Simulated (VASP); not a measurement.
# Ti3Al: single point with PBEsol

The system is Ti3Al.

```
CELL_PARAMETERS angstrom
2.89578 0.00000 0.00000
-1.44789 2.50782 0.00000
0.00000 0.00000 9.13935
ATOMIC_POSITIONS crystal
Ti 0.66667 0.33333 0.00000
Ti 0.33333 0.66667 0.75118
Ti 0.33333 0.66667 0.24882
Al 0.66667 0.33333 0.50000
```

```yaml
Program: VASP 6.6.1
Task: single point
Functional: PBEsol
Potentials_or_basis: VASP PAW PBE potentials, release 64 (Ti_sv, Al)
Cutoff: 500 eV
k_mesh: 12 × 12 × 4
Occupations: gaussian, width 0.15 eV
Spin: no spin polarisation
Dipole_correction: no
Further_INCAR_settings: ALGO = Normal; EDIFF = 1e-06; NBANDS = 28
```

* Pressure: -0.2 GPa
* Largest force: 0.008 eV/Å

Forces on the atoms (eV/Å):
```
Ti   0.000  0.000  0.000
Ti   0.000  0.000  0.008
Ti   0.000  0.000 -0.008
Al   0.000  0.000  0.000
```

Stress tensor (GPa, compression positive):
```
-0.27  0.00  0.00
 0.00 -0.27  0.00
 0.00  0.00 -0.19
```

Levels at points of the mesh, in eV from the Fermi level:
```
           k point  band 17  band 18  band 19  band 20  band 21  band 22  band 23  band 24
(0.00, 0.00, 0.00)    -0.77     0.55     0.78     0.86     0.86     0.95     0.95     1.28
(0.50, 0.00, 0.00)    -1.50    -1.26    -0.64    -0.35     0.93     1.06     1.20     1.81
(0.00, 0.00, 0.50)    -1.04     0.49     0.81     0.86     0.86     0.94     0.94     1.29
(0.50, 0.00, 0.50)    -1.57    -1.24    -0.96     0.01     0.89     0.94     1.12     1.93
```

It took 52 s on 1 thread of Intel(R) Xeon(R) Platinum 8559C (Emerald Rapids), with other jobs on the host, peak memory 0.23 GiB.

Caveat: the PAW data sets were made with another functional, which shifts forces and pressure a little.
